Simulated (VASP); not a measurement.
A run of VASP 6.6.1 is set up as follows.

INCAR

```
SYSTEM = Ti
ALGO     = Normal         ! electronic algorithm
EDIFF    = 1E-6           ! SCF threshold, eV
ENCUT    = 520            ! plane-wave cutoff, eV
GGA      = PS             ! functional
ISIF     = 2              ! what is computed and relaxed
ISMEAR   = -1             ! smearing method
LASPH    = .True.         ! aspherical terms in the spheres
LCHARG   = .False.        ! write CHGCAR
LREAL    = .False.        ! projectors in reciprocal space
LWAVE    = .False.        ! write WAVECAR
NBANDS   = 19             ! bands
NELM     = 60             ! most SCF steps
PREC     = Accurate       ! precision mode
SIGMA    = 0.08           ! smearing width, eV
```

The input KPOINTS:

```
k-points
0
Gamma
  17 17 9
  0 0 0
```

POSCAR

```
Ti
1.0
    2.3960873043      0.0000000000      0.0000000000
   -1.1980436522      2.0750724752      0.0000000000
    0.0000000000      0.0000000000      4.3754088513
Ti
2
Direct
    0.3333333333      0.6666666667      0.2500000000
    0.6666666667      0.3333333333      0.7500000000
```

Potentials or basis: VASP PAW PBE potentials, release 64 (Ti_sv).

Launch:

```console
$ cat potpaw_PBE.64/Ti_sv/POTCAR > POTCAR
$ mpirun -np 1 vasp_std > vasp.out
```

(1) What does it give for the band gap on the k mesh?

(2) What does it give for the pressure?

## Answers

(1) zero (band 12 reaches 15.22 eV, above the bottom of band 13 at 13.75 eV).

(2) 94.1 GPa.

Caveat: the PAW data sets were made with another functional, which shifts forces and pressure a little.
